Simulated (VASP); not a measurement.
Here is a VASP 6.6.1 calculation.

The input POSCAR:

```
CsH
1.0
    0.0000000000      3.2027288889      3.2027288889
    3.2027288889      0.0000000000      3.2027288889
    3.2027288889      3.2027288889      0.0000000000
Cs H
1 1
Direct
    0.0000000000      0.0000000000      0.0000000000
    0.5000000000      0.5000000000      0.5000000000
```

Contents of INCAR.step1:

```
SYSTEM = CsH
  PREC = Accurate
  ENCUT = 520
  EDIFF = 1E-5
  ISMEAR = -1
  SIGMA = 0.02
  LREAL = .False.
  LASPH = .True.
  NELM = 80
  ALGO = Normal
  ISIF = 2
  LWAVE = .True.
  LCHARG = .False.
  NBANDS = 12
  GGA = PE
```

Contents of INCAR.step2:

```
SYSTEM = CsH
  PREC = Accurate
  ENCUT = 520
  EDIFF = 1E-7
  ISMEAR = -1
  SIGMA = 0.02
  LREAL = .False.
  LASPH = .True.
  NELM = 80
  ALGO = Normal
  ISIF = 2
  LWAVE = .False.
  LCHARG = .False.
  GGA = PE
  LHFCALC = .True.
  HFSCREEN = 0.2079
  PRECFOCK = Normal
  NBANDS = 12
  ISTART = 1
```

File KPOINTS:

```
regular mesh
0
Gamma
  4 4 4
  0 0 0
```

Potentials or basis: VASP PAW PBE potentials, release 64 (Cs_sv, H).

Launch:

```bash
$ cat potpaw_PBE.64/Cs_sv/POTCAR potpaw_PBE.64/H/POTCAR > POTCAR
$ cp INCAR.step1 INCAR
$ mpirun -np 1 vasp_std > vasp.out
$ cp INCAR.step2 INCAR
$ mpirun -np 1 vasp_std > vasp.out
```

Q: Estimate the pressure.

A: 0.0 GPa.

Q: Estimate the band gap on the k mesh.

A: 3.26 eV, direct.

Caveat: the k points lie up to 0.42 Å⁻¹ apart; the PAW data sets were made with another functional, which shifts forces and pressure a little; spin-orbit coupling is left out, which moves the levels of the heavy elements. A k mesh can miss the band edges.
